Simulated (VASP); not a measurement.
Set up this calculation in VASP 6.6.1, as the native input.

```yaml
Task: relaxation of cell and atoms
Functional: PBE
Dispersion: D3(BJ)
Potentials_or_basis: VASP PAW PBE potentials, release 64 (Na_pv, F)
Cutoff: 600 eV
k_mesh: 18 × 18 × 8
Occupations: gaussian, width 0.1 eV
Spin: no spin polarisation
Dipole_correction: no
Further_INCAR_settings: ALGO = Normal; EDIFF = 1e-07; IBRION = 2; EDIFFG = -0.01; NSW = 100; ISIF = 3
```

The structure of Na2F lies in POSCAR:

```
Na2F
1.0
    3.3491591035      0.0000000000      0.0000000000
   -1.6745795517      2.9004568649      0.0000000000
    0.0000000000      0.0000000000      5.8486753770
Na F
2 1
Direct
    0.6666666667      0.3333333333      0.2323118279
    0.3333333333      0.6666666667      0.7676881721
    0.0000000000      0.0000000000      0.0000000000
```

These files were run (other wordings do the same):

INCAR

```
ALGO = Normal ; EDIFF = 1E-7
EDIFFG = -0.01 ; ENCUT = 600
GGA = PE ; IBRION = 2
ISIF = 3 ; ISMEAR = 0
IVDW = 12 ; LASPH = True
LCHARG = False ; LREAL = False
LWAVE = False ; NELM = 100
NSW = 100 ; PREC = Accurate
SIGMA = 0.1
```

KPOINTS

```
k-points
0
Gamma
  18 18 8
```

Potentials or basis: VASP PAW PBE potentials, release 64 (Na_pv, F).

Command:

```bash
$ cat potpaw_PBE.64/Na_pv/POTCAR potpaw_PBE.64/F/POTCAR > POTCAR
$ mpirun -np 1 vasp_std > vasp.out
```

It gave:

```yaml
Relaxed_volume: 18.90 Å³/atom
Relaxed_cell: a = 3.350 Å, b = 3.350 Å, c = 5.835 Å, α = 90.00°, β = 90.00°, γ = 120.00°
Space_group_after_relaxing_to_0.1_Å: P-3m1 (No. 164)
Energy_gained_by_relaxing: 0.1 meV/atom
Ionic_steps: 3
Pressure_after_relaxing: 0.0 GPa
Largest_force_after_relaxing: 0.010 eV/Å
Band_gap_on_the_k_mesh: zero (an odd number of electrons rules out a gap without spin polarisation)
Dispersion_energy_per_atom: -0.165 eV
```

Caveat: an odd number of electrons without spin polarisation forces a metal; a magnetic or distorted state may lie lower.

It took 9.4 min on 1 thread of Intel Xeon 8259CL, with other jobs on the host, peak memory 0.37 GiB.
